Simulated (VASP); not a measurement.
Write the native input for VASP 6.6.1 that does the following.

| Item | Value |
| --- | --- |
| Task | single point |
| Functional | LDA |
| Potentials or basis | VASP PAW LDA potentials, release 64 (Cr_pv) |
| Cutoff | 520 eV |
| k mesh | 17 × 17 × 15 |
| Occupations | fermi-dirac, width 0.1 eV |
| Spin | no spin polarisation |
| Dipole correction | no |
| Further INCAR settings | ALGO = Normal; EDIFF = 1e-06; NBANDS = 19 |

The structure of Cr lies in POSCAR:

```
Cr
1.0
   -2.8543900603      2.8549607028      1.1958805613
    2.8549607028     -2.8543900603      1.1958805613
    1.7445991511      1.7445991511     -1.1948354284
Cr
2
Direct
    0.0000206302      0.9999793698      1.0000000000
    0.7499793698      0.2500206302      0.5000000000
```

These files were run (other wordings do the same):

INCAR

```
SYSTEM = Cr
ALGO = Normal ; EDIFF = 1E-6
ENCUT = 520 ; GGA = CA
ISIF = 2 ; ISMEAR = -1
LASPH = .TRUE. ; LCHARG = .FALSE.
LREAL = .FALSE. ; LWAVE = .FALSE.
NBANDS = 19 ; NELM = 80
PREC = Accurate ; SIGMA = 0.1
```

KPOINTS

```
k-points
0
G
  17 17 15
  0 0 0
```

Potentials or basis: VASP PAW LDA potentials, release 64 (Cr_pv).

Command:

```console
$ cat potpaw_LDA.64/Cr_pv/POTCAR > POTCAR
$ mpirun -np 1 vasp_std > vasp.out
```

It gave:

```json
{
  "Pressure": "-18.6 GPa",
  "Band gap on the k mesh": "zero (bands 12 and 13 overlap by 0.89 eV)"
}
```

Caveat: the cell stands under tension; the run has no spin polarisation, though such a crystal can be magnetic.

Wall time 15 min on 1 thread of Oxide Virtual Turin-like Processor, on a shared host, peak memory 0.46 GiB.
